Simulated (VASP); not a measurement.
# SiNi (Pnma) in VASP: notebook, part 2 of 2

VASP 6.6.1. Earlier steps stand in the parts before.

### 3 Single point, PBEsol (strain -0.0200 x Voigt [0, 1, 0, 0, 0, 0])

Contents of INCAR:

```
SYSTEM = SiNi
PREC = Accurate
ENCUT = 520
EDIFF = 1E-6
ISMEAR = 0
SIGMA = 0.15
LREAL = .FALSE.
LASPH = .TRUE.
NELM = 100
ALGO = Fast
ISIF = 2
LWAVE = .FALSE.
LCHARG = .TRUE.
GGA = PS
LELF = .TRUE.
LVHAR = .TRUE.
NBANDS = 38
```

Contents of KPOINTS:

```
regular mesh
0
G
  8 12 8
  0 0 0
```

Contents of POSCAR:

```
SiNi
1.0
    5.0878282843      0.0000000000      0.0000000000
    0.0000000000      3.2906160612      0.0000000000
    0.0000000000      0.0000000000      5.5278301702
Si Ni
4 4
Direct
    0.3214276657      0.7500000000      0.0865554855
    0.1785723343      0.2500000000      0.5865554855
    0.8214276657      0.7500000000      0.4134445145
    0.6785723343      0.2500000000      0.9134445145
    0.0093007310      0.2500000000      0.1873863638
    0.4906992690      0.7500000000      0.6873863638
    0.5093007310      0.2500000000      0.3126136362
    0.9906992690      0.7500000000      0.8126136362
```

Potentials or basis: VASP PAW PBE potentials, release 64 (Si, Ni).

Run with:

```bash
$ cat potpaw_PBE.64/Si/POTCAR potpaw_PBE.64/Ni/POTCAR > POTCAR
$ mpirun -np 1 vasp_std > vasp.out
```

OUTCAR:

```text
SYSTEM = SiNi
   PREC = Accurate
   ENCUT = 520
   EDIFF = 1E-6
   ISMEAR = 0
   LREAL = .FALSE.
   LASPH = .TRUE.
   NELM = 100
   ISIF = 2
   GGA = PS

 ion  position               nearest neighbor table
   1  0.321  0.750  0.087-   8 2.26   7 2.28   7 2.28   5 2.35   5 2.35   6 2.37   4 2.63   4 2.63
                             3 3.12   3 3.12
   2  0.179  0.250  0.587-   7 2.26   8 2.28   8 2.28   6 2.35   6 2.35   5 2.37   3 2.63   3 2.63
                             4 3.12   4 3.12
   3  0.821  0.750  0.413-   6 2.26   5 2.28   5 2.28   7 2.35   7 2.35   8 2.37   2 2.63   2 2.63
                             1 3.12   1 3.12
   4  0.679  0.250  0.913-   5 2.26   6 2.28   6 2.28   8 2.35   8 2.35   7 2.37   1 2.63   1 2.63
                             2 3.12   2 3.12
   5  0.009  0.250  0.187-   4 2.26   3 2.28   3 2.28   1 2.35   1 2.35   2 2.37   7 2.64   7 2.64
                             8 2.65   8 2.65
   6  0.491  0.750  0.687-   3 2.26   4 2.28   4 2.28   2 2.35   2 2.35   1 2.37   8 2.64   8 2.64
                             7 2.65   7 2.65
   7  0.509  0.250  0.313-   2 2.26   1 2.28   1 2.28   3 2.35   3 2.35   4 2.37   5 2.64   5 2.64
                             6 2.65   6 2.65
   8  0.991  0.750  0.813-   1 2.26   2 2.28   2 2.28   4 2.35   4 2.35   3 2.37   6 2.64   6 2.64
                             5 2.65   5 2.65

  LATTYP: Found a simple orthorhombic cell.
 ALAT       =     3.2906160612
 B/A-ratio  =     1.5461628430
 C/A-ratio  =     1.6798769797

  Lattice vectors:

 A1 = (   0.0000000000,  -3.2906160612,   0.0000000000)
 A2 = (   5.0878282843,   0.0000000000,   0.0000000000)
 A3 = (   0.0000000000,   0.0000000000,   5.5278301702)

Analysis of symmetry for initial positions (statically):
=====================================================================
 Subroutine PRICEL returns:
 Original cell was already a primitive cell.

 Routine SETGRP: Setting up the symmetry group for a
 simple orthorhombic supercell.
[... 157 lines left out ...]
   LORBIT       =      0    0 simple, 1 ext, 2 COOP (PROOUT), +10 PAW based schemes
   GGA     = PS    functional components
   LHFCALC =     F    Hartree Fock is set to
   AEXX    =    0.0000 exact exchange contribution
   IVDW    =     0    specifies the selected vdW correction
   LEPSILON=     F    determine dielectric tensor
   LRPA    =     F    only Hartree local field effects (RPA)
 non-spin polarized calculation
 RMM-DIIS sequential band-by-band and
 Gauss-broadening in eV      SIGMA  =   0.15
  energy-cutoff  :      520.00
  volume of cell :       92.55
 maximum number of plane-waves:      2520
 NGX is ok and might be reduce to    40
   NGX = 19   NGY = 13   NGZ = 21

 number of electron      56.0000039 magnetization

 Free energy of the ion-electron system (eV)
  ---------------------------------------------------
  ext. energy  EPLUGINS =         0.00000000
  ---------------------------------------------------
  free energy    TOTEN  =       -52.23747229 eV

  energy without entropy =      -52.21550919  energy(sigma->0) =      -52.22649074

 E-fermi :  11.0326     XC(G=0): -12.5554

 val. band max:       11.0251523657   @ k =   0.0000   0.1667   0.3750
 cond. band min:      11.0436639768   @ k =   0.5000   0.1667   0.2500
 fundamental gap:      0.0185116111
 Fermi energy:        11.0326096218

 k-point     1 :       0.0000    0.0000    0.0000
  band No.  band energies     occupation
      1      -2.3931      2.00000
      2       1.1089      2.00000
      3       2.3091      2.00000
      4       2.9831      2.00000
      5       4.1786      2.00000
      6       4.7498      2.00000
[... 973 lines left out ...]
     37      16.8508      0.00000
     38      17.9124      0.00000

 [... further k-points ...]

------------------------ aborting loop because EDIFF is reached ----------------------------------------

  FORCE on cell =-STRESS in cart. coord.  units (eV):
  Direction    XX          YY          ZZ          XY          YZ          ZX
  --------------------------------------------------------------------------------------
  -------------------------------------------------------------------------------------
  Total        2.0651334      3.4092610      1.5139519      0.0000000      0.0000000      0.0000000
  in kB       35.7515068     59.0209898     26.2094737      0.0000000      0.0000000      0.0000000
  external PRESSURE =      40.3273234 kB  Pullay stress =       0.0000000 kB

 VOLUME and BASIS-vectors are now :
 -----------------------------------------------------------------------------
  energy-cutoff  :      520.00
  volume of cell :       92.55
      direct lattice vectors                 reciprocal lattice vectors
     5.087828284  0.000000000  0.000000000     0.196547514  0.000000000  0.000000000
     0.000000000  3.290616061  0.000000000     0.000000000  0.303894463  0.000000000
     0.000000000  0.000000000  5.527830170     0.000000000  0.000000000  0.180902808

 POSITION                                       TOTAL-FORCE (eV/Angst)
 -----------------------------------------------------------------------------------
      1.63537      2.46796      0.47846        -0.033007     -0.000000     -0.147293
      0.90855      0.82265      3.24238         0.033007     -0.000000     -0.147293
      4.17928      2.46796      2.28545        -0.033007     -0.000000      0.147293
      3.45246      0.82265      5.04937         0.033007      0.000000      0.147293
      0.04732      0.82265      1.03584         0.007926     -0.000000     -0.081301
      2.49659      2.46796      3.79976        -0.007926      0.000000     -0.081301
      2.59123      0.82265      1.72808         0.007926     -0.000000      0.081301
      5.04051      2.46796      4.49199        -0.007926     -0.000000      0.081301
 -----------------------------------------------------------------------------------
    total drift:                                0.000000      0.000000     -0.000000

  FREE ENERGIE OF THE ION-ELECTRON SYSTEM (eV)
  ---------------------------------------------------
  free  energy   TOTEN  =       -52.2374722924 eV

  energy  without entropy=      -52.2155091853  energy(sigma->0) =      -52.22649074
```

It took 13 min on 1 thread of Oxide Virtual Turin-like, shared host; peak memory 0.5 GiB.

What came out:

```
Free energy            : -52.2375 eV
Pressure               : 4.0 GPa
Largest force          : 0.151 eV/Å
Band gap on the k mesh : zero (bands 28 and 29 overlap by 1.82 eV)
```

Forces on the atoms (eV/Å):
```
Si  -0.033  0.000 -0.147
Si   0.033  0.000 -0.147
Si  -0.033  0.000  0.147
Si   0.033  0.000  0.147
Ni   0.008  0.000 -0.081
Ni  -0.008  0.000 -0.081
Ni   0.008  0.000  0.081
Ni  -0.008  0.000  0.081
```

Levels at points of the mesh, in eV from the Fermi level:
```tsv
k point	band 25	band 26	band 27	band 28	band 29	band 30	band 31	band 32
(0.00, 0.00, 0.00)	-1.96	-1.23	-1.07	-1.07	0.55	1.34	3.53	4.06
(0.50, 0.00, 0.00)	-1.99	-1.99	0.99	0.99	1.19	1.19	3.98	3.98
(0.00, 0.50, 0.00)	-2.03	-2.03	-1.57	-1.57	-0.66	-0.66	2.07	2.07
(0.50, 0.50, 0.00)	-1.85	-1.85	-1.85	-1.85	0.51	0.51	0.51	0.51
(0.00, 0.00, 0.50)	-1.57	-1.57	-0.31	-0.31	1.03	1.03	3.43	3.43
(0.50, 0.00, 0.50)	-1.15	-1.15	0.72	0.72	2.49	2.49	2.90	2.90
(0.00, 0.50, 0.50)	-2.12	-2.12	-1.84	-1.84	0.10	0.10	1.44	1.44
(0.50, 0.50, 0.50)	-2.02	-2.02	-2.02	-2.02	2.65	2.65	2.65	2.65
```

Caveat: the cell differs from its parent crystal (strain -0.0200 x Voigt [0, 1, 0, 0, 0, 0]); the cell stands under pressure; the PAW data sets were made with another functional, which shifts forces and pressure a little.

### 4 Single point, PBEsol (strain -0.0150 x Voigt [0, 1, 0, 0, 0, 0])

Contents of INCAR:

```
SYSTEM = SiNi
ALGO = Fast ; EDIFF = 1E-6
ENCUT = 520 ; GGA = PS
ISIF = 2 ; ISMEAR = 0
LASPH = .True. ; LCHARG = .True.
LELF = .True. ; LREAL = .False.
LVHAR = .True. ; LWAVE = .False.
NBANDS = 38 ; NELM = 100
PREC = Accurate ; SIGMA = 0.15
```

Contents of KPOINTS:

```
k-points
0
Gamma
  8 12 8
  0 0 0
```

POSCAR: that of step 3 with these lines changed.

```diff
@@ -3,3 +3,3 @@
     5.0878282843      0.0000000000      0.0000000000
-    0.0000000000      3.2906160612      0.0000000000
+    0.0000000000      3.3074049186      0.0000000000
     0.0000000000      0.0000000000      5.5278301702
```

Run with:

```bash
$ cat potpaw_PBE.64/Si/POTCAR potpaw_PBE.64/Ni/POTCAR > POTCAR
$ mpirun -np 1 vasp_std > vasp.out
```

Run time: 20 min. Hardware: 1 thread of Oxide Virtual Turin-like, shared host; peak memory 0.52 GiB.

Results (log left out):

- Free energy: -52.2536 eV
- Pressure: 2.9 GPa
- Largest force: 0.110 eV/Å
- Band gap on the k mesh: zero (bands 28 and 29 overlap by 1.83 eV)

Forces in eV/Å, atoms in the order of the input:
```
Si  -0.027  0.000 -0.107
Si   0.027  0.000 -0.107
Si  -0.027  0.000  0.107
Si   0.027  0.000  0.107
Ni   0.009  0.000 -0.060
Ni  -0.009  0.000 -0.060
Ni   0.009  0.000  0.060
Ni  -0.009  0.000  0.060
```

Stress tensor (GPa, compression positive):
```
2.50 0.00 0.00
0.00 4.30 0.00
0.00 0.00 1.77
```

Levels at points of the mesh, in eV from the Fermi level:
```
           k point  band 24  band 25  band 26  band 27  band 28  band 29  band 30  band 31  band 32  band 33
(0.00, 0.00, 0.00)    -2.11    -1.92    -1.22    -1.13    -1.04     0.57     1.35     3.48     4.00     4.21
(0.50, 0.00, 0.00)    -2.14    -1.97    -1.97     1.02     1.02     1.14     1.14     3.92     3.92     4.65
(0.00, 0.50, 0.00)    -2.26    -2.02    -2.02    -1.54    -1.54    -0.65    -0.65     2.07     2.07     2.66
(0.50, 0.50, 0.00)    -2.20    -1.82    -1.82    -1.82    -1.82     0.50     0.50     0.50     0.50     4.35
(0.00, 0.00, 0.50)    -2.22    -1.53    -1.53    -0.28    -0.28     0.99     0.99     3.42     3.42     4.52
(0.50, 0.00, 0.50)    -2.22    -1.11    -1.11     0.74     0.74     2.45     2.45     2.84     2.84     2.92
(0.00, 0.50, 0.50)    -2.14    -2.11    -2.11    -1.82    -1.82     0.12     0.12     1.42     1.42     2.42
(0.50, 0.50, 0.50)    -2.32    -2.01    -2.01    -2.01    -2.01     2.65     2.65     2.65     2.65     3.60
```

Caveat: the cell differs from its parent crystal (strain -0.0150 x Voigt [0, 1, 0, 0, 0, 0]); the PAW data sets were made with another functional, which shifts forces and pressure a little.

### 5 Single point, PBEsol (strain +0.0150 x Voigt [0, 1, 0, 0, 0, 0])

Contents of INCAR:

```
SYSTEM = SiNi
  PREC = Accurate
  ENCUT = 520
  EDIFF = 1E-6
  ISMEAR = 0
  SIGMA = 0.15
  LREAL = .False.
  LASPH = .True.
  NELM = 60
  ALGO = Fast
  ISIF = 2
  LWAVE = .False.
  LCHARG = .True.
  GGA = PS
  LELF = .True.
  LVHAR = .True.
  NBANDS = 38
```

Contents of KPOINTS:

```
regular mesh
0
Gamma
  8 12 8
  0 0 0
```

POSCAR: that of step 4 with these lines changed.

```diff
@@ -3,3 +3,3 @@
     5.0878282843      0.0000000000      0.0000000000
-    0.0000000000      3.3074049186      0.0000000000
+    0.0000000000      3.4081380634      0.0000000000
     0.0000000000      0.0000000000      5.5278301702
```

Run with:

```bash
$ cat potpaw_PBE.64/Si/POTCAR potpaw_PBE.64/Ni/POTCAR > POTCAR
$ mpirun -np 1 vasp_std > vasp.out
```

Wall time 18 min (1 thread of Oxide Virtual Turin-like, shared host); peak memory 0.53 GiB.

The run converged. Its results:

| Property | Result |
| --- | --- |
| Free energy | -52.2588 eV |
| Pressure | -3.2 GPa |
| Largest force | 0.109 eV/Å |
| Band gap on the k mesh | zero (bands 28 and 29 overlap by 1.91 eV) |

Forces in eV/Å, atoms in the order of the input:
```
Si   0.001  0.000  0.109
Si  -0.001  0.000  0.109
Si   0.001  0.000 -0.109
Si  -0.001  0.000 -0.109
Ni   0.018  0.000  0.050
Ni  -0.018  0.000  0.050
Ni   0.018  0.000 -0.050
Ni  -0.018  0.000 -0.050
```

Stress tensor (GPa, compression positive):
```
-2.41  0.00  0.00
 0.00 -4.63  0.00
 0.00  0.00 -2.48
```

Levels at points of the mesh, in eV from the Fermi level:
| k point | band 24 | band 25 | band 26 | band 27 | band 28 | band 29 | band 30 | band 31 | band 32 | band 33 |
| --- | --- | --- | --- | --- | --- | --- | --- | --- | --- | --- |
| (0.00, 0.00, 0.00) | -1.98 | -1.71 | -1.46 | -1.12 | -0.86 | 0.72 | 1.39 | 3.21 | 3.67 | 3.81 |
| (0.50, 0.00, 0.00) | -2.03 | -1.83 | -1.83 | 0.87 | 0.87 | 1.17 | 1.17 | 3.50 | 3.50 | 4.58 |
| (0.00, 0.50, 0.00) | -2.15 | -1.96 | -1.96 | -1.38 | -1.38 | -0.58 | -0.58 | 2.05 | 2.05 | 2.55 |
| (0.50, 0.50, 0.00) | -2.14 | -1.70 | -1.70 | -1.70 | -1.70 | 0.48 | 0.48 | 0.48 | 0.48 | 4.36 |
| (0.00, 0.00, 0.50) | -2.10 | -1.33 | -1.33 | -0.15 | -0.15 | 0.73 | 0.73 | 3.25 | 3.25 | 4.38 |
| (0.50, 0.00, 0.50) | -2.07 | -0.89 | -0.89 | 0.90 | 0.90 | 2.20 | 2.20 | 2.50 | 2.50 | 2.97 |
| (0.00, 0.50, 0.50) | -2.07 | -2.03 | -2.03 | -1.68 | -1.68 | 0.23 | 0.23 | 1.32 | 1.32 | 2.38 |
| (0.50, 0.50, 0.50) | -2.23 | -1.91 | -1.91 | -1.91 | -1.91 | 2.64 | 2.64 | 2.64 | 2.64 | 3.62 |

Caveat: the cell differs from its parent crystal (strain +0.0150 x Voigt [0, 1, 0, 0, 0, 0]); the cell stands under tension; the PAW data sets were made with another functional, which shifts forces and pressure a little. Spin polarisation is off, so any magnetic state and its effect on volume and gap are missing.

### 6 Single point, PBEsol (strain +0.0175 x Voigt [0, 1, 0, 0, 0, 0])

Contents of INCAR:

```
SYSTEM = SiNi
PREC = Accurate ; ENCUT = 520
EDIFF = 1E-7 ; ISMEAR = 0
SIGMA = 0.15 ; LREAL = .FALSE.
LASPH = .TRUE. ; NELM = 80
ALGO = Fast ; ISIF = 2
LWAVE = .FALSE. ; LCHARG = .FALSE.
GGA = PS ; NBANDS = 38
```

Contents of KPOINTS:

```
Automatic mesh
0
G
  8 12 8
  0 0 0
```

POSCAR: that of step 5 with these lines changed.

```diff
@@ -3,3 +3,3 @@
     5.0878282843      0.0000000000      0.0000000000
-    0.0000000000      3.4081380634      0.0000000000
+    0.0000000000      3.4165324921      0.0000000000
     0.0000000000      0.0000000000      5.5278301702
```

Potentials or basis: VASP PAW PBE potentials, release 64 (Si, Ni).

Run with:

```bash
$ cat potpaw_PBE.64/Si/POTCAR potpaw_PBE.64/Ni/POTCAR > POTCAR
$ mpirun -np 1 vasp_std > vasp.out
```

It took 22 min on 1 thread of Oxide Virtual Turin-like, shared host; peak memory 0.53 GiB.

Results (log left out):

| Quantity | Value |
| --- | --- |
| Free energy | -52.2525 eV |
| Pressure | -3.0 GPa |
| Largest force | 0.125 eV/Å |
| Band gap on the k mesh | zero (bands 28 and 29 overlap by 1.92 eV) |

Forces in eV/Å, atoms in the order of the input:
```
Si   0.002  0.000  0.125
Si  -0.002  0.000  0.125
Si   0.002  0.000 -0.125
Si  -0.002  0.000 -0.125
Ni   0.020  0.000  0.056
Ni  -0.020  0.000  0.056
Ni   0.020  0.000 -0.056
Ni  -0.020  0.000 -0.056
```

Stress tensor (GPa, compression positive):
```
-2.19  0.00  0.00
 0.00 -4.72  0.00
 0.00  0.00 -2.23
```

Levels at points of the mesh, in eV from the Fermi level:
```csv
k point,band 24,band 25,band 26,band 27,band 28,band 29,band 30,band 31,band 32,band 33
"(0.00, 0.00, 0.00)",-1.97,-1.70,-1.48,-1.11,-0.85,0.73,1.39,3.19,3.65,3.78
"(0.50, 0.00, 0.00)",-2.02,-1.82,-1.82,0.85,0.85,1.19,1.19,3.47,3.47,4.56
"(0.00, 0.50, 0.00)",-2.14,-1.96,-1.96,-1.37,-1.37,-0.58,-0.58,2.05,2.05,2.54
"(0.50, 0.50, 0.00)",-2.14,-1.69,-1.69,-1.69,-1.69,0.48,0.48,0.48,0.48,4.36
"(0.00, 0.00, 0.50)",-2.09,-1.32,-1.32,-0.14,-0.14,0.71,0.71,3.24,3.24,4.37
"(0.50, 0.00, 0.50)",-2.05,-0.87,-0.87,0.91,0.91,2.18,2.18,2.48,2.48,2.97
"(0.00, 0.50, 0.50)",-2.06,-2.02,-2.02,-1.67,-1.67,0.24,0.24,1.31,1.31,2.38
"(0.50, 0.50, 0.50)",-2.22,-1.91,-1.91,-1.91,-1.91,2.64,2.64,2.64,2.64,3.63
```

Caveat: the cell differs from its parent crystal (strain +0.0175 x Voigt [0, 1, 0, 0, 0, 0]); the cell stands under tension; the PAW data sets were made with another functional, which shifts forces and pressure a little.

### 7 The runs side by side

```csv
cell,further INCAR settings,gap on the mesh (eV),pressure (GPa),largest force (eV/Å)
"a = 5.088, b = 3.425, c = 5.528 Å, 8 atoms",ALGO = Fast; EDIFF = 1e-06; NBANDS = 38,none,-4.0,0.14
"a = 5.088, b = 3.291, c = 5.528 Å, 8 atoms",ALGO = Fast; EDIFF = 1e-06; NBANDS = 38,none,4.0,0.15
"a = 5.088, b = 3.307, c = 5.528 Å, 8 atoms",ALGO = Fast; EDIFF = 1e-06; NBANDS = 38,none,2.9,0.11
"a = 5.088, b = 3.408, c = 5.528 Å, 8 atoms",ALGO = Fast; EDIFF = 1e-06; NBANDS = 38,none,-3.2,0.11
"a = 5.088, b = 3.417, c = 5.528 Å, 8 atoms",ALGO = Fast; EDIFF = 1e-07; NBANDS = 38,none,-3.0,0.13
```

Alike in all rows: task single point; level PBEsol; potentials or basis VASP PAW PBE potentials, release 64 (Si, Ni); no spin polarisation; k mesh 8 × 12 × 8; cutoff (eV) 520; smearing gaussian 0.15 eV.

Caveats: the PAW data sets were made with another functional, which shifts forces and pressure a little; the cell stands under tension (at least some runs); the cell stands under pressure (at least some runs).

Total energies depend on the potentials used, so only differences within one code and one set of settings carry meaning.
